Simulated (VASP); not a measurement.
# CdAgF4 (P4/mmm) in VASP: single point with PBE

Aim: the single point of CdAgF4 with PBE.

Everything below comes from runs of VASP 6.6.1. Logs are shortened: lines on timing, memory, paths and dates and some standing lists are left out, and cuts for length are marked.

**1. The cell of the first run**

The structure is tetragonal, space group P4/mmm (No. 123). The conventional cell has a = 4.158 Å, b = 4.158 Å, c = 6.649 Å, α = 90.00°, β = 90.00°, γ = 90.00°. Cd (site symmetry 4/mmm) has 6 F at 2.08 to 2.10 Å within 2.8 Å. Ag (site symmetry 4/mmm) has 16 F at 3.19 to 3.92 Å and 4 Ag at 4.16 Å within 4.2 Å. F (site symmetry 4mm) has 1 Cd at 2.10 Å and 1 F at 2.45 Å within 2.8 Å. Within 2.8 Å of F (site symmetry mmm) lie 2 Cd at 2.08 Å.

**2. Single point, PBE**

Input file INCAR:

```
ALGO = Normal ; EDIFF = 1E-7
ENCUT = 520 ; GGA = PE
ISIF = 2 ; ISMEAR = 0
LASPH = T ; LCHARG = T
LELF = T ; LREAL = F
LVHAR = T ; LWAVE = F
NBANDS = 34 ; NELM = 60
PREC = Accurate ; SIGMA = 0.1
```

Input file KPOINTS:

```
k-points
0
Gamma
  4 4 4
```

Input file POSCAR:

```
CdAgF4
1.0
    4.1580000000      0.0000000000      0.0000000000
    0.0000000000      4.1580000000      0.0000000000
    0.0000000000      0.0000000000      6.6494897400
Cd Ag F
1 1 4
Direct
    0.0000000000      0.0000000000      0.0000000000
    0.5000000000      0.5000000000      0.5000000000
    0.0000000000      0.0000000000      0.6841862900
    0.5000000000      0.0000000000      0.0000000000
    0.0000000000      0.5000000000      0.0000000000
    0.0000000000      0.0000000000      0.3158137100
```

Potentials or basis: VASP PAW PBE potentials, release 64 (Cd, Ag, F).

Launch:

```bash
$ cat potpaw_PBE.64/Cd/POTCAR potpaw_PBE.64/Ag/POTCAR potpaw_PBE.64/F/POTCAR > POTCAR
$ mpirun -np 1 vasp_std > vasp.out
```

OUTCAR:

```text
EDIFF = 1E-7
   ENCUT = 520
   GGA = PE
   ISIF = 2
   ISMEAR = 0
   LASPH = T
   LREAL = F
   NELM = 60
   PREC = Accurate

 ion  position               nearest neighbor table
   1  0.000  0.000  0.000-   4 2.08   5 2.08   5 2.08   4 2.08   3 2.10   6 2.10
   2  0.500  0.500  0.500-
   3  0.000  0.000  0.684-   1 2.10
   4  0.500  0.000  0.000-   1 2.08   1 2.08
   5  0.000  0.500  0.000-   1 2.08   1 2.08
   6  0.000  0.000  0.316-   1 2.10

  LATTYP: Found a simple tetragonal cell.
 ALAT       =     4.1580000000
 C/A-ratio  =     1.5992038817

  Lattice vectors:

 A1 = (   4.1580000000,   0.0000000000,   0.0000000000)
 A2 = (   0.0000000000,   4.1580000000,   0.0000000000)
 A3 = (   0.0000000000,   0.0000000000,   6.6494897400)

Analysis of symmetry for initial positions (statically):
=====================================================================
 Subroutine PRICEL returns:
 Original cell was already a primitive cell.

 Routine SETGRP: Setting up the symmetry group for a
 simple tetragonal supercell.

 Subroutine GETGRP returns: Found 16 space group operations
 (whereof 16 operations were pure point group operations)
 out of a pool of 16 trial point group operations.

The static configuration has the point symmetry D_4h.

Analysis of symmetry for dynamics (positions and initial velocities):
=====================================================================
 Subroutine PRICEL returns:
 Original cell was already a primitive cell.

 Routine SETGRP: Setting up the symmetry group for a
 simple tetragonal supercell.

 Subroutine GETGRP returns: Found 16 space group operations
 (whereof 16 operations were pure point group operations)
 out of a pool of 16 trial point group operations.

The dynamic configuration has the point symmetry D_4h.

 Subroutine INISYM returns: Found 16 space group operations
 (whereof 16 operations are pure point group operations),
 and found     1 'primitive' translations

----------------------------------------------------------------------------------------

                                     Primitive cell

  volume of cell :     114.9628

  direct lattice vectors                    reciprocal lattice vectors
     4.158000000  0.000000000  0.000000000     0.240500241  0.000000000  0.000000000
     0.000000000  4.158000000  0.000000000     0.000000000  0.240500241  0.000000000
     0.000000000  0.000000000  6.649489740     0.000000000  0.000000000  0.150387479

  length of vectors
     4.158000000  4.158000000  6.649489740     0.240500241  0.240500241  0.150387479

  position of ions in fractional coordinates (direct lattice)
     0.000000000  0.000000000  0.000000000
     0.500000000  0.500000000  0.500000000
     0.000000000  0.000000000  0.684186290
     0.500000000  0.000000000  0.000000000
     0.000000000  0.500000000  0.000000000
     0.000000000  0.000000000  0.315813710

  ion indices of the primitive-cell ions
   primitive index   ion index
                 1           1
                 2           2
                 3           3
                 4           4
                 5           5
                 6           6

----------------------------------------------------------------------------------------

 KPOINTS: k-points

Automatic generation of k-mesh.
 Grid dimensions read from file:
 generate k-points for:    4    4    4

 Generating k-lattice:

  Cartesian coordinates                     Fractional coordinates (reciprocal lattice)
     0.060125060  0.000000000  0.000000000     0.250000000  0.000000000  0.000000000
     0.000000000  0.060125060  0.000000000     0.000000000  0.250000000  0.000000000
     0.000000000  0.000000000  0.037596870     0.000000000  0.000000000  0.250000000

  Length of vectors
     0.060125060  0.060125060  0.037596870

  Shift w.r.t. Gamma in fractional coordinates (k-lattice)
     0.000000000  0.000000000  0.000000000

 Subroutine IBZKPT returns following result:
 ===========================================

 Found     18 irreducible k-points:

 Following reciprocal coordinates:
            Coordinates               Weight
  0.000000  0.000000  0.000000      1.000000
  0.250000  0.000000  0.000000      4.000000
  0.500000  0.000000  0.000000      2.000000
  0.250000  0.250000  0.000000      4.000000
  0.500000  0.250000  0.000000      4.000000
  0.500000  0.500000  0.000000      1.000000
[... 10 lines left out ...]
  0.500000  0.250000  0.500000      4.000000
  0.500000  0.500000  0.500000      1.000000
   k-points           NKPTS =     18   k-points in BZ     NKDIM =     18   number of bands    NBANDS=     34
   number of dos      NEDOS =    301   number of ions     NIONS =      6
   total plane-waves  NPLWV =  51200
   dimension x,y,z NGX =    32 NGY =   32 NGZ =   50
   dimension x,y,z NGXF=    64 NGYF=   64 NGZF=  100
   ions per type =               1   1   4
   NGX,Y,Z   is equivalent  to a cutoff of  12.79, 12.79, 12.50 a.u.
   NGXF,Y,Z  is equivalent  to a cutoff of  25.59, 25.59, 25.00 a.u.
 SYSTEM =  unknown system
   PREC   = accura    normal or accurate (medium, high low for compatibility)
   ISTART =      0    job   : 0-new  1-cont  2-samecut
   ICHARG =      2    charge: 1-file 2-atom 10-const
   ISPIN  =      1    spin polarized calculation?
   LNONCOLLINEAR =      F non collinear calculations
   LSORBIT =      F    spin-orbit coupling
   LASPH  =      T    aspherical Exc in radial PAW
   ENCUT  =  520.0 eV  38.22 Ry    6.18 a.u.   7.73  7.73 12.36*2*pi/ulx,y,z
   NELM   =     60;   NELMIN=  2; NELMDL= -5     # of ELM steps
   EDIFF  = 0.1E-06   stopping-criterion for ELM
   LREAL  =      F    real-space projection
   EDIFFG = 0.1E-05   stopping-criterion for IOM
   NSW    =      0    number of steps for IOM
   IBRION =     -1    ionic relax: 0-MD 1-quasi-New 2-CG
   NFREE  =      0    steps in history (QN), initial steepest desc. (CG)
   ISIF   =      2    stress and relaxation
   ISYM   =      2    0-nonsym 1-usesym 2-fastsym
   POTIM  = 0.5000    time-step for ionic-motion
   TEBEG  =    0.0;   TEEND  =   0.0 temperature during run
   PSTRESS=    0.0 pullay stress
   NELECT =      51.0000    total number of electrons
   NUPDOWN=      -1.0000    fix difference up-down
   EMIN   =  10.00;   EMAX   =-10.00  energy-range for DOS
   EFERMI =   0.00;   METHOD = LEGACY
   ISMEAR =     0;   SIGMA  =   0.10  broadening in eV -4-tet -1-fermi 0-gaus
   EFERMI_NEDOS =   21; number of points for ismear=-14 and -15
   IALGO  =     38    algorithm
   IMIX   =      4    mixing-type and parameters
     AMIX     =   0.40;   BMIX     =  1.00
     AMIX_MAG =   1.60;   BMIX_MAG =  1.00
  volume/ion in A,a.u.               =      19.16       129.30
  Fermi-wavevector in a.u.,A,eV,Ry     =   1.248569  2.359453 21.210448  1.558924
  Thomas-Fermi vector in A             =   2.382649
   LORBIT       =      0    0 simple, 1 ext, 2 COOP (PROOUT), +10 PAW based schemes
   GGA     = PE    functional components
   LHFCALC =     F    Hartree Fock is set to
   AEXX    =    0.0000 exact exchange contribution
   IVDW    =     0    specifies the selected vdW correction
   LEPSILON=     F    determine dielectric tensor
   LRPA    =     F    only Hartree local field effects (RPA)
 non-spin polarized calculation
 Gauss-broadening in eV      SIGMA  =   0.10
  energy-cutoff  :      520.00
  volume of cell :      114.96
 maximum number of plane-waves:      3120
 NGX is ok and might be reduce to    32
   NGX = 15   NGY = 15   NGZ = 25

 number of electron      51.0000011 magnetization

 Free energy of the ion-electron system (eV)
  ---------------------------------------------------
  ext. energy  EPLUGINS =         0.00000000
  ---------------------------------------------------
  free energy    TOTEN  =       -17.68506535 eV

  energy without entropy =      -17.67690264  energy(sigma->0) =      -17.68098400

 E-fermi :  -2.2817     XC(G=0):  -8.3195

 val. band max:       -2.3284382568   @ k =   0.2500   0.0000   0.5000
 cond. band min:      -2.2641739511   @ k =   0.5000   0.2500   0.0000
 fundamental gap:      0.0642643057
 Fermi energy:        -2.2817340546

 k-point     1 :       0.0000    0.0000    0.0000
  band No.  band energies     occupation
      1     -23.2461      2.00000
      2     -22.9487      2.00000
      3     -22.5471      2.00000
      4     -22.2370      2.00000
      5      -8.3307      2.00000
      6      -7.8572      2.00000
[... 26 lines left out ...]
     33      10.0996      0.00000
     34      12.2817      0.00000

 k-point     2 :       0.2500    0.0000    0.0000
  band No.  band energies     occupation
      1     -23.1702      2.00000
      2     -22.9384      2.00000
      3     -22.5483      2.00000
      4     -22.2342      2.00000
      5      -8.7203      2.00000
      6      -8.0382      2.00000
[... 26 lines left out ...]
     33      10.3763      0.00000
     34      11.5634      0.00000

 k-point     3 :       0.5000    0.0000    0.0000
  band No.  band energies     occupation
      1     -23.0986      2.00000
      2     -22.9194      2.00000
      3     -22.5512      2.00000
      4     -22.2316      2.00000
      5      -9.4062      2.00000
      6      -8.1454      2.00000
[... 26 lines left out ...]
     33       8.9527      0.00000
     34      12.1610      0.00000
[... 482 lines left out ...]
 k-point    17 :       0.5000    0.2500    0.5000
  band No.  band energies     occupation
      1     -23.0061      2.00000
      2     -22.9168      2.00000
      3     -22.4829      2.00000
      4     -22.3127      2.00000
      5      -9.4370      2.00000
      6      -8.6103      2.00000
[... 26 lines left out ...]
     33      10.0088      0.00000
     34      10.1766      0.00000

 k-point    18 :       0.5000    0.5000    0.5000
  band No.  band energies     occupation
      1     -22.9141      2.00000
      2     -22.9141      2.00000
      3     -22.4797      2.00000
      4     -22.3184      2.00000
      5      -9.6252      2.00000
      6      -9.1066      2.00000
[... 26 lines left out ...]
     33       8.2875      0.00000
     34       9.2821      0.00000

------------------------ aborting loop because EDIFF is reached ----------------------------------------

  FORCE on cell =-STRESS in cart. coord.  units (eV):
  Direction    XX          YY          ZZ          XY          YZ          ZX
  --------------------------------------------------------------------------------------
  -------------------------------------------------------------------------------------
  Total        0.9072436      0.9072436      0.6574643      0.0000000      0.0000000      0.0000000
  in kB       12.6437884     12.6437884      9.1627428      0.0000000      0.0000000      0.0000000
  external PRESSURE =      11.4834398 kB  Pullay stress =       0.0000000 kB

 VOLUME and BASIS-vectors are now :
 -----------------------------------------------------------------------------
  energy-cutoff  :      520.00
  volume of cell :      114.96
      direct lattice vectors                 reciprocal lattice vectors
     4.158000000  0.000000000  0.000000000     0.240500241  0.000000000  0.000000000
     0.000000000  4.158000000  0.000000000     0.000000000  0.240500241  0.000000000
     0.000000000  0.000000000  6.649489740     0.000000000  0.000000000  0.150387479

 POSITION                                       TOTAL-FORCE (eV/Angst)
 -----------------------------------------------------------------------------------
      0.00000      0.00000      0.00000         0.000000      0.000000      0.000000
      2.07900      2.07900      3.32474         0.000000      0.000000      0.000000
      0.00000      0.00000      4.54949         0.000000     -0.000000     -0.482412
      2.07900      0.00000      0.00000         0.000000      0.000000      0.000000
      0.00000      2.07900      0.00000         0.000000      0.000000      0.000000
      0.00000      0.00000      2.10000         0.000000     -0.000000      0.482412
 -----------------------------------------------------------------------------------
    total drift:                                0.000000      0.000000     -0.000000

  FREE ENERGIE OF THE ION-ELECTRON SYSTEM (eV)
  ---------------------------------------------------
  free  energy   TOTEN  =       -17.6850653511 eV

  energy  without entropy=      -17.6769026433  energy(sigma->0) =      -17.68098400
```

Run time: 2.4 min. Hardware: 1 thread of AMD EPYC, shared host; peak memory 0.21 GiB.

Results:

```
Free energy            : -17.6851 eV
Pressure               : 1.1 GPa
Largest force          : 0.482 eV/Å
Band gap on the k mesh : zero (an odd number of electrons rules out a gap without spin polarisation)
```

Forces on the atoms (eV/Å):
```
Cd   0.000  0.000  0.000
Ag   0.000  0.000  0.000
F    0.000  0.000 -0.482
F    0.000  0.000  0.000
F    0.000  0.000  0.000
F    0.000  0.000  0.482
```

Levels at points of the mesh, in eV from the Fermi level:
| k point | band 21 | band 22 | band 23 | band 24 | band 25 | band 26 | band 27 | band 28 | band 29 | band 30 |
| --- | --- | --- | --- | --- | --- | --- | --- | --- | --- | --- |
| (0.00, 0.00, 0.00) | -1.35 | -1.17 | -1.17 | -1.01 | -0.71 | -0.71 | 1.83 | 6.53 | 7.07 | 10.95 |
| (0.50, 0.00, 0.00) | -1.13 | -1.00 | -0.91 | -0.86 | -0.72 | -0.20 | 3.62 | 6.09 | 8.21 | 8.96 |
| (0.50, 0.50, 0.00) | -1.12 | -0.92 | -0.62 | -0.62 | -0.27 | 0.58 | 4.00 | 7.56 | 7.56 | 8.31 |
| (0.00, 0.00, 0.50) | -1.25 | -1.24 | -1.17 | -0.79 | -0.79 | -0.76 | 2.25 | 5.22 | 8.56 | 10.93 |
| (0.50, 0.00, 0.50) | -1.14 | -1.12 | -1.04 | -0.97 | -0.65 | 0.50 | 3.66 | 6.49 | 7.53 | 8.17 |
| (0.50, 0.50, 0.50) | -1.06 | -0.92 | -0.78 | -0.78 | 0.48 | 0.58 | 3.93 | 7.66 | 7.66 | 8.40 |

Caveat: the k points lie up to 0.38 Å⁻¹ apart, too coarse for converged energies and pressures of a metal; an odd number of electrons without spin polarisation forces a metal; a magnetic or distorted state may lie lower.

The gap in the log of VASP goes by the Fermi energy; the results here count the filled bands.